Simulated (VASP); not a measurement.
Write the native input for VASP 6.6.1 that does the following.

| Item | Value |
| --- | --- |
| Task | single point |
| Functional | PBE |
| Potentials or basis | VASP PAW PBE potentials, release 64 (B, N) |
| Cutoff | 520 eV |
| k mesh | 3 × 3 × 2, shifted |
| Occupations | gaussian, width 0.01 eV |
| Spin | no spin polarisation |
| Dipole correction | no |
| Further INCAR settings | LREAL = Auto; ALGO = Normal; EDIFF = 1e-06; NBANDS = 46 |

The structure of BN lies in POSCAR:

```
BN
1.0
    2.5121811436      4.3512253786      0.0000000000
    2.5121811436     -4.3512253786      0.0000000000
    0.0000000000      0.0000000000     -8.3431635353
B N
8 8
Direct
    0.1666666667      0.3333333333      0.7500000000
    0.1666666667      0.8333333333      0.7500000000
    0.6666666667      0.3333333333      0.7500000000
    0.6666666667      0.8333333333      0.7500000000
    0.3333333333      0.6666666667      0.2500000000
    0.3333333333      0.1666666667      0.2500000000
    0.8333333333      0.6666666667      0.2500000000
    0.8333333333      0.1666666667      0.2500000000
    0.1666666667      0.3333333333      0.2500000000
    0.1666666667      0.8333333333      0.2500000000
    0.6666666667      0.3333333333      0.2500000000
    0.6666666667      0.8333333333      0.2500000000
    0.3333333333      0.6666666667      0.7500000000
    0.3333333333      0.1666666667      0.7500000000
    0.8333333333      0.6666666667      0.7500000000
    0.8333333333      0.1666666667      0.7500000000
```

These files were run (other wordings do the same):

INCAR

```
SYSTEM = BN
PREC     = Accurate       ! precision mode
ENCUT    = 520            ! plane-wave cutoff, eV
EDIFF    = 1E-6           ! SCF threshold, eV
ISMEAR   = 0              ! smearing method
SIGMA    = 0.01           ! smearing width, eV
LREAL    = Auto         
LASPH    = .TRUE.         ! aspherical terms in the spheres
NELM     = 60             ! most SCF steps
ALGO     = Normal         ! electronic algorithm
ISIF     = 2              ! what is computed and relaxed
LWAVE    = .FALSE.        ! write WAVECAR
LCHARG   = .TRUE.         ! write CHGCAR
GGA      = PE             ! functional
LELF     = .TRUE.         ! ELF
LVHAR    = .TRUE.       
NBANDS   = 46             ! bands
```

KPOINTS

```
Automatic mesh
0
Gamma
  3 3 2
  0 0 0.5
```

Potentials or basis: VASP PAW PBE potentials, release 64 (B, N).

The run is started by

```console
$ cat potpaw_PBE.64/B/POTCAR potpaw_PBE.64/N/POTCAR > POTCAR
$ mpirun -np 1 vasp_std > vasp.out
```

Results of the run:

```json
{
  "Pressure": "0.0 GPa",
  "Band gap on the k mesh": "4.63 eV"
}
```

Caveat: the k points lie up to 0.48 Å⁻¹ apart; this functional lacks dispersion, which binds the layers, so the pressure and a relaxed spacing across them are unreliable.

Wall time 42 s on 1 thread of AMD EPYC 7R43 64-Core Processor (Zen 3), with other jobs on the host, peak memory 0.25 GiB.
